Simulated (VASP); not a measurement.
Set up this calculation in VASP 6.6.1, as the native input.

```yaml
Task: single point
Functional: LDA
Potentials_or_basis: VASP PAW LDA potentials, release 64 (F)
Cutoff: 520 eV
k_mesh: 11 × 11 × 11
Occupations: fermi-dirac, width 0.1 eV
Spin: no spin polarisation
Dipole_correction: no
Further_INCAR_settings: ALGO = Normal; EDIFF = 1e-07; NBANDS = 14
```

The structure of F lies in POSCAR:

```
F
1.0
   -1.8663990000      1.8663990000      5.9669310000
    1.8663990000     -1.8663990000      5.9669310000
    1.8663990000      1.8663990000     -5.9669310000
F
2
Direct
    0.5000000000      0.0000000000      0.5000000000
    0.0000000000      0.5000000000      0.5000000000
```

The input as run:

INCAR

```
SYSTEM = F
  PREC = Accurate
  ENCUT = 520
  EDIFF = 1E-7
  ISMEAR = -1
  SIGMA = 0.1
  LREAL = .FALSE.
  LASPH = .TRUE.
  NELM = 60
  ALGO = Normal
  ISIF = 2
  LWAVE = .FALSE.
  LCHARG = .TRUE.
  GGA = CA
  LELF = .TRUE.
  LVHAR = .TRUE.
  NBANDS = 14
```

KPOINTS

```
regular mesh
0
G
  11 11 11
  0 0 0
```

Potentials or basis: VASP PAW LDA potentials, release 64 (F).

Run with:

```bash
$ cat potpaw_LDA.64/F/POTCAR > POTCAR
$ mpirun -np 1 vasp_std > vasp.out
```

It gave:

```json
{
 "Pressure": "-4.0 GPa",
 "Band gap on the k mesh": "zero (bands 7 and 8 overlap by 0.52 eV)"
}
```

Caveat: the stress differs along the axes, from -6 to -0 GPa; the atoms stand far beyond bonding distance, and open shells without spin polarisation read as a metal.

It took 9.9 min on 1 thread of AMD EPYC 7R13, with other jobs on the host, peak memory 0.28 GiB.
